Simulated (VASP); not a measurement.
Input of a VASP 6.6.1 run:

Contents of INCAR:

```
SYSTEM = BN
  PREC = Accurate
  ENCUT = 600
  EDIFF = 1E-6
  ISMEAR = 0
  SIGMA = 0.05
  LREAL = .False.
  LASPH = .True.
  NELM = 100
  ALGO = Normal
  ISIF = 3
  LWAVE = .False.
  LCHARG = .False.
  GGA = PS
  IBRION = 2
  NSW = 100
  EDIFFG = -0.01
```

KPOINTS

```
regular mesh
0
Gamma
  12 12 4
  0 0 0
```

File POSCAR:

```
BN
1.0
    2.4882555352      0.1092499686      0.0829855694
   -1.1495145195      2.1811874628     -0.0533447479
    0.2325888263     -0.0383571146      6.8474207977
B N
2 2
Direct
    0.3361685311      0.6671823709      0.2510275840
    0.6624680241      0.3270224714      0.7504052183
    0.3298202887      0.6736781552      0.7511393355
    0.6715431561      0.3321170024      0.2474278622
```

Potentials or basis: VASP PAW PBE potentials, release 64 (B, N).

Command:

```sh
$ cat potpaw_PBE.64/B/POTCAR potpaw_PBE.64/N/POTCAR > POTCAR
$ mpirun -np 1 vasp_std > vasp.out
```

Q: Predict the band gap on the k mesh.

A: 4.20 eV, indirect (least direct gap 4.53 eV).

Q: Estimate the space group after relaxing (to 0.05 Å).

A: C2/m (No. 12).

Q: What does it give for the relaxed volume?

A: 9.46 Å³/atom.

Step by step:
```csv
step,energy change (eV),largest force (eV/Å),pressure (GPa),volume (Å³)
1,0.0000,1.0165,-6.25,37.98
2,0.5201,5.2316,23.71,35.69
3,-0.3052,1.4945,0.09,37.15
4,-0.3058,1.5732,0.43,37.12
5,-0.2214,2.7232,3.85,36.82
6,-0.3677,0.2186,1.52,37.01
7,-0.3678,0.2101,1.50,37.01
8,-0.3649,0.4720,-1.67,37.36
9,-0.3697,0.0594,0.26,37.14
10,-0.3697,0.0683,-0.32,37.22
11,-0.3698,0.0218,-0.05,37.18
12,-0.3699,0.0202,0.03,37.19
13,-0.3699,0.0372,0.08,37.19
14,-0.3700,0.0302,0.10,37.20
15,-0.3700,0.0377,0.14,37.22
16,-0.3700,0.0880,0.23,37.26
17,-0.3700,0.0481,0.18,37.23
18,-0.3701,0.0482,0.17,37.24
19,-0.3702,0.0491,0.11,37.27
20,-0.3704,0.0531,0.02,37.33
21,-0.3707,0.0676,-0.16,37.44
22,-0.3708,0.1089,-0.52,37.67
23,-0.3708,0.0952,-0.39,37.60
24,-0.3709,0.0823,-0.39,37.62
25,-0.3711,0.0455,-0.35,37.68
26,-0.3713,0.0479,-0.25,37.78
27,-0.3713,0.0591,-0.22,37.80
28,-0.3714,0.0416,-0.13,37.81
29,-0.3715,0.0184,0.05,37.84
30,-0.3715,0.0191,0.08,37.84
31,-0.3715,0.0079,0.03,37.85
```

Caveat: the cell differs from its parent crystal (cell sheared at random, sigma 0.03, atoms nudged by 0.01 Å); the PAW data sets were made with another functional, which shifts forces and pressure a little. A k mesh can miss the band edges.
